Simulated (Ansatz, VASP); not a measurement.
## One calculation of AlRu, two programs

Contents of INCAR:

```
ALGO = Fast
EDIFF = 1E-7
ENCUT = 520
GGA = PS
ISIF = 2
ISMEAR = 0
LASPH = True
LCHARG = True
LELF = True
LREAL = False
LVHAR = True
LWAVE = False
NBANDS = 16
NELM = 80
PREC = Accurate
SIGMA = 0.15
```

The input KPOINTS:

```
k-points
0
Gamma
  20 20 20
```

Contents of POSCAR:

```
AlRu
1.0
    2.9764078228      0.0000000000      0.0000000000
    0.0000000000      2.9764078228      0.0000000000
    0.0000000000      0.0000000000      2.9764078228
Al Ru
1 1
Direct
    0.0000000000      0.0000000000      0.0000000000
    0.5000000000      0.5000000000      0.5083993866
```

Input for Ansatz:

```yaml
crystal:
  lattice:
    - [2.9764078228, 0.0, 0.0]
    - [0.0, 2.9764078228, 0.0]
    - [0.0, 0.0, 2.9764078228]
  atoms:
    - { symbol: Al, position: [0.0, 0.0, 0.0] }
    - { symbol: Ru, position: [0.5, 0.5, 0.5083993866] }
basis:
  ecutwfc: 420
kpoints:
  mp_grid: { grid: [20, 20, 20] }
hamiltonian:
  xc: pbesol
scf:
  occupations: { method: gaussian, width: 0.15 }
output:
  forces: true
  stress: true
  eigenvalues: true
```

Change from the starting cell: all Ru atoms moved +0.025 Å, as atom 2 along Cartesian [0 0 1].

Alike in both runs: task single point; functional PBEsol; k mesh 20 × 20 × 20; occupations gaussian, width 0.15 eV; no spin polarisation.

|  | VASP | Ansatz |
| --- | --- | --- |
| version | VASP 6.6.1 | Ansatz 0.2.0 |
| potentials or method | VASP PAW PBE potentials, release 64 (Al, Ru_pv), cutoff 520 eV | scalar-relativistic, plane waves, PAW |
| valence electrons in the cell | 17 | 19 |

|  | VASP | Ansatz | Ansatz less VASP |
| --- | --- | --- | --- |
| gap on the k mesh at the Fermi level (eV) | none | none | - |
| pressure (GPa) | 0.1 | 0.0 | -0.07 |
| rms of the force components (eV/Å) | 0.118 | 0.117 | -0.0012 |

VASP's potentials were made for PBE, not for PBEsol. Atom by atom the forces differ by 0.001 eV/Å (rms over components). A gap of «none» marks a metal or a gap that the smearing closes. VASP's potentials hold 17 valence electrons a cell and Ansatz's 19, so a difference there can come from the potentials and not from the codes.
